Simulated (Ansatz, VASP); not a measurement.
## GeP4: VASP beside Ansatz

```
Ge P
1.0
     6.16810    0.00000    0.00000
     0.00000    6.16810    0.00000
     0.00000    0.00000    4.79916
Ge P
2 8
Cartesian
  3.0840 3.0840 0.0000
  0.0000 0.0000 0.0000
  3.8733 5.3788 1.5294
  5.3788 2.2948 1.5294
  0.7893 2.2948 3.2698
  5.3788 3.8733 3.2698
  3.8733 0.7893 3.2698
  2.2948 5.3788 3.2698
  2.2948 0.7893 1.5294
  0.7893 3.8733 1.5294
```

Change from the starting cell: species swapped into the PtPb4 type (P4/nbm, No. 125).

Alike in both runs: functional PBE; k mesh 6 × 6 × 8; occupations gaussian, width 0.1 eV; no spin polarisation.

Ansatz relaxed the structure, and its values are those at the end. VASP's run is a single point on that final structure, the one shown.

```csv
,VASP,Ansatz
version,VASP 6.6.1,Ansatz 0.2.0
potentials or method,"VASP PAW PBE potentials, release 64 (Ge_d, P), cutoff 520 eV","scalar-relativistic, plane waves, PAW"
valence electrons in the cell,68,68
```

```csv
,VASP,Ansatz,Ansatz less VASP
gap on the k mesh at the Fermi level (eV),none,none,-
pressure (GPa),-0.2,0.0,+0.25
rms of the force components (eV/Å),0.043,0.001,-0.0425
```

A gap of «none» marks a metal or a gap that the smearing closes. The functional is the same, so the differences come from potentials, cutoffs and numerics.
